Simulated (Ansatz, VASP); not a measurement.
# Two plane-wave programs on GaAs

The input INCAR:

```
SYSTEM = GaAs
  PREC = Accurate
  ENCUT = 520
  EDIFF = 1E-6
  ISMEAR = 0
  SIGMA = 0.01
  LREAL = .False.
  LASPH = .True.
  NELM = 80
  ALGO = Normal
  ISIF = 2
  LWAVE = .False.
  LCHARG = .False.
  GGA = PE
  IVDW = 13
  NBANDS = 16
```

The input KPOINTS:

```
regular mesh
0
Gamma
  6 6 6
  0 0 0
```

POSCAR

```
GaAs
1.0
    0.0000000000      2.8330850957      2.8330850957
    2.8330850957      0.0000000000      2.8330850957
    2.8330850957      2.8330850957      0.0000000000
Ga As
1 1
Direct
    0.0000000000      0.0000000000      0.0000000000
    0.2500000000      0.2500000000      0.2500000000
```

Input for Ansatz:

```yaml
crystal:
  lattice:
    - [0.0, 2.8330850957, 2.8330850957]
    - [2.8330850957, 0.0, 2.8330850957]
    - [2.8330850957, 2.8330850957, 0.0]
  atoms:
    - { symbol: Ga, position: [0.0, 0.0, 0.0] }
    - { symbol: As, position: [0.25, 0.25, 0.25] }
kpoints:
  mp_grid: { grid: [6, 6, 6] }
hamiltonian:
  xc: pbe
  dispersion: d4
scf:
  occupations: { method: fixed }
  n_extra_bands: 4
output:
  forces: true
  stress: true
  eigenvalues: true
```

Alike in both runs: task single point; functional PBE; dispersion D4; k mesh 6 × 6 × 6; no spin polarisation.

|  | VASP | Ansatz |
| --- | --- | --- |
| version | VASP 6.6.1 | Ansatz 0.2.0 |
| potentials or method | VASP PAW PBE potentials, release 64 (Ga_d, As) | plane waves |
| plane-wave cutoff (eV) | 520 | 420 |
| occupations | gaussian, width 0.01 eV | fixed |
| valence electrons in the cell | 18 | 28 |

|  | VASP | Ansatz | Ansatz less VASP |
| --- | --- | --- | --- |
| gap on the k mesh at the Fermi level (eV) | 0.47 | 0.46 | -0.004 |
| pressure (GPa) | 0.0 | -0.2 | -0.17 |

VASP's potentials hold 18 valence electrons a cell and Ansatz's 28, so a difference there can come from the potentials and not from the codes.
